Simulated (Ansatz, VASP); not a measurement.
BaTe: VASP beside Ansatz

File INCAR:

```
PREC = Accurate
ENCUT = 520
EDIFF = 1E-6
ISMEAR = 0
SIGMA = 0.02
LREAL = False
LASPH = True
NELM = 60
ALGO = Normal
ISIF = 2
LWAVE = False
LCHARG = True
GGA = PE
LELF = True
LVHAR = True
NBANDS = 15
```

KPOINTS

```
Automatic mesh
0
Gamma
  8 8 8
```

The input POSCAR:

```
BaTe
1.0
    0.0000000000      3.5672309790      3.5672309790
    3.5672309790      0.0000000000      3.5672309790
    3.5672309790      3.5672309790      0.0000000000
Ba Te
1 1
Direct
    0.0000000000      0.0000000000      0.0000000000
    0.5000000000      0.5000000000      0.5000000000
```

Input for Ansatz:

```yaml
crystal:
  lattice:
    - [0.0, 3.567230979, 3.567230979]
    - [3.567230979, 0.0, 3.567230979]
    - [3.567230979, 3.567230979, 0.0]
  atoms:
    - { symbol: Ba, position: [0.0, 0.0, 0.0] }
    - { symbol: Te, position: [0.5, 0.5, 0.5] }
basis:
  ecutwfc: 420
kpoints:
  mp_grid: { grid: [8, 8, 8] }
hamiltonian:
  xc: pbe
scf:
  occupations: { method: gaussian, width: 0.02 }
output:
  forces: true
  stress: true
  eigenvalues: true
```

Alike in both runs: task single point; functional PBE; k mesh 8 × 8 × 8; occupations gaussian, width 0.02 eV; no spin polarisation.

|  | VASP | Ansatz |
| --- | --- | --- |
| version | VASP 6.6.1 | Ansatz 0.2.0 |
| potentials or method | VASP PAW PBE potentials, release 64 (Ba_sv, Te), cutoff 520 eV | scalar-relativistic, plane waves, PAW |
| valence electrons in the cell | 16 | 26 |

Ansatz gave:

| Quantity | Value |
| --- | --- |
| gap on the k mesh at the Fermi level (eV) | 1.71 |
| least direct gap on the mesh (eV) | 2.06 |
| pressure (GPa) | -0.8 |

Task: What did VASP give for the same quantities?

Result: gap on the k mesh at the Fermi level (eV): 1.64; least direct gap on the mesh (eV): 2.02; pressure (GPa): -0.5.

VASP's potentials hold 16 valence electrons a cell and Ansatz's 26, so a difference there can come from the potentials and not from the codes.

Neither program's run includes spin-orbit coupling.
